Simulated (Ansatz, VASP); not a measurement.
## Yb2YC in VASP and in Ansatz

The input INCAR:

```
ALGO = Normal
EDIFF = 1E-7
ENCUT = 520
GGA = PE
ISIF = 2
ISMEAR = 0
LASPH = True
LCHARG = False
LREAL = False
LWAVE = False
NBANDS = 40
NELM = 100
PREC = Accurate
SIGMA = 0.1
```

Contents of KPOINTS:

```
k-points
0
Gamma
  4 4 4
```

POSCAR

```
Yb2YC
1.0
    4.4388511900      0.0000000000      0.0000000000
    0.0000000000      4.4388511900      0.0000000000
    0.0000000000      0.0000000000      5.2451698800
Yb Y C
2 1 1
Direct
    0.0000000000      0.0000000000      0.0000000000
    0.5000000000      0.5000000000      0.0000000000
    0.0000000000      0.0000000000      0.5000000000
    0.5000000000      0.5000000000      0.5000000000
```

Input for Ansatz:

```yaml
crystal:
  lattice:
    - [4.43885119, 0.0, 0.0]
    - [0.0, 4.43885119, 0.0]
    - [0.0, 0.0, 5.24516988]
  atoms:
    - { symbol: Yb, position: [0.0, 0.0, 0.0] }
    - { symbol: Yb, position: [0.5, 0.5, 0.0] }
    - { symbol: "Y", position: [0.0, 0.0, 0.5] }
    - { symbol: C, position: [0.5, 0.5, 0.5] }
basis:
  ecutwfc: 420
kpoints:
  mp_grid: { grid: [4, 4, 4] }
hamiltonian:
  xc: pbe
scf:
  occupations: { method: gaussian, width: 0.1 }
  lower_state_search: "off"
output:
  forces: true
  stress: true
  eigenvalues: true
```

Alike in both runs: task single point; functional PBE; k mesh 4 × 4 × 4; occupations gaussian, width 0.1 eV; no spin polarisation.

```csv
,VASP,Ansatz
version,VASP 6.6.1,Ansatz 0.2.0
potentials or method,"VASP PAW PBE potentials, release 64 (Yb, Y_sv, C), cutoff 520 eV","scalar-relativistic, plane waves, PAW"
valence electrons in the cell,63,63
```

VASP gave:

| Quantity | Value |
| --- | --- |
| gap on the k mesh at the Fermi level (eV) | none |
| pressure (GPa) | -3.8 |
| traceless stress, the component that is largest in VASP (GPa) | 10.53 |

Q: Which values does Ansatz return?

A: gap on the k mesh at the Fermi level (eV): none; pressure (GPa): -2.6; traceless stress, the component that is largest in VASP (GPa): 10.45.

A gap of «none» marks a metal or a gap that the smearing closes.

Neither program's run includes spin-orbit coupling.
